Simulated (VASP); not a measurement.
Wanted: the native input for a VASP 6.6.1 run.

```
Task                   : single point
Functional             : r2SCAN
Dispersion             : D3(BJ)
Potentials or basis    : VASP PAW PBE potentials, release 64 (Ru_pv)
Cutoff                 : 550 eV
k mesh                 : 12 × 12 × 7
Occupations            : fermi-dirac, width 0.1 eV
Spin                   : no spin polarisation
Dipole correction      : no
Further INCAR settings : ALGO = Normal; EDIFF = 1e-06; NBANDS = 21
```

Crystal: Ru.

```
Ru
1.0
     2.59292    0.00000    0.00000
    -1.29646    2.24554    0.00000
     0.00000    0.00000    4.10328
Ru
2
Direct
  0.66667 0.33333 0.75000
  0.33333 0.66667 0.25000
```

One way to write it, as run:

POSCAR

```
Ru
1.0
    2.5929247700      0.0000000000      0.0000000000
   -1.2964623850      2.2455387209      0.0000000000
    0.0000000000      0.0000000000      4.1032761400
Ru
2
Direct
    0.6666666667      0.3333333333      0.7500000000
    0.3333333333      0.6666666667      0.2500000000
```

INCAR.step1

```
ALGO     = Normal         # electronic algorithm
EDIFF    = 1E-5           # SCF threshold, eV
ENCUT    = 550            # plane-wave cutoff, eV
GGA      = PE             # functional
GGA_COMPAT= F            
ISMEAR   = -1             # smearing method
LASPH    = T              # aspherical terms in the spheres
LCHARG   = F              # write CHGCAR
LREAL    = F              # projectors in reciprocal space
LWAVE    = T              # write WAVECAR
NBANDS   = 21             # bands
NELM     = 120            # most SCF steps
PREC     = Accurate       # precision mode
SIGMA    = 0.1            # smearing width, eV
```

INCAR.step2

```
ALGO     = Normal         # electronic algorithm
EDIFF    = 1E-6           # SCF threshold, eV
ENCUT    = 550            # plane-wave cutoff, eV
GGA_COMPAT= F            
ISIF     = 2              # what is computed and relaxed
ISMEAR   = -1             # smearing method
ISTART   = 1            
IVDW     = 12             # dispersion correction
LASPH    = T              # aspherical terms in the spheres
LCHARG   = F              # write CHGCAR
LMIXTAU  = T            
LREAL    = F              # projectors in reciprocal space
LWAVE    = F              # write WAVECAR
METAGGA  = R2SCAN         # meta-GGA
NBANDS   = 21             # bands
NELM     = 120            # most SCF steps
PREC     = Accurate       # precision mode
SIGMA    = 0.1            # smearing width, eV
VDW_A1   = 0.49484001   
VDW_A2   = 5.73083694   
VDW_S6   = 1.0          
VDW_S8   = 0.78981345
```

KPOINTS

```
k-points
0
Gamma
  12 12 7
```

Potentials or basis: VASP PAW PBE potentials, release 64 (Ru_pv).

Run with:

```console
$ cat potpaw_PBE.64/Ru_pv/POTCAR > POTCAR
$ cp INCAR.step1 INCAR
$ mpirun -np 1 vasp_std > vasp.out
$ cp INCAR.step2 INCAR
$ mpirun -np 1 vasp_std > vasp.out
```

It gave:

```
Pressure                   : 53.2 GPa
Band gap on the k mesh     : zero (bands 14 and 15 overlap by 3.79 eV)
Dispersion energy per atom : -0.334 eV
```

Caveat: the cell stands under pressure; an empty level that is flat over the whole mesh can mark a ghost state of the potentials, or a narrow d or f band; the PAW data sets were made with another functional, which shifts forces and pressure a little.

Run time: 2 min on 1 thread of Intel(R) Xeon(R) Platinum 8488C (Sapphire Rapids) (shared host), peak memory 0.17 GiB.
